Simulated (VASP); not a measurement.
A run of VASP 6.6.1 is set up as follows.

The input INCAR:

```
SYSTEM = Sr
PREC     = Accurate       ! precision mode
ENCUT    = 520            ! plane-wave cutoff, eV
EDIFF    = 1E-6           ! SCF threshold, eV
ISMEAR   = -5             ! smearing method
SIGMA    = 0.05           ! smearing width, eV
LREAL    = .False.        ! projectors in reciprocal space
LASPH    = .True.         ! aspherical terms in the spheres
NELM     = 80             ! most SCF steps
ALGO     = Normal         ! electronic algorithm
ISIF     = 2              ! what is computed and relaxed
LWAVE    = .False.        ! write WAVECAR
LCHARG   = .False.        ! write CHGCAR
GGA      = RE             ! functional
IVDW     = 13             ! dispersion correction
NBANDS   = 11             ! bands
```

The input KPOINTS:

```
regular mesh
0
Gamma
  8 8 8
  0 0 0
```

Contents of POSCAR:

```
Sr
1.0
    0.0000000000      3.0423500000      3.0423500000
    3.0423500000      0.0000000000      3.0423500000
    3.0423500000      3.0423500000      0.0000000000
Sr
1
Direct
    0.0000000000      0.0000000000      0.0000000000
```

Potentials or basis: VASP PAW PBE potentials, release 64 (Sr_sv).

The run is started by

```bash
$ cat potpaw_PBE.64/Sr_sv/POTCAR > POTCAR
$ mpirun -np 1 vasp_std > vasp.out
```

(1) Estimate the dispersion energy per atom.

(2) Predict the band gap on the k mesh.

(3) Estimate the pressure.

Results:

(1) -0.167 eV.

(2) zero (bands 5 and 6 overlap by 0.08 eV).

(3) -0.4 GPa.

Caveat: the PAW data sets were made with another functional, which shifts forces and pressure a little; tetrahedron occupations give inexact forces and stress in metals.
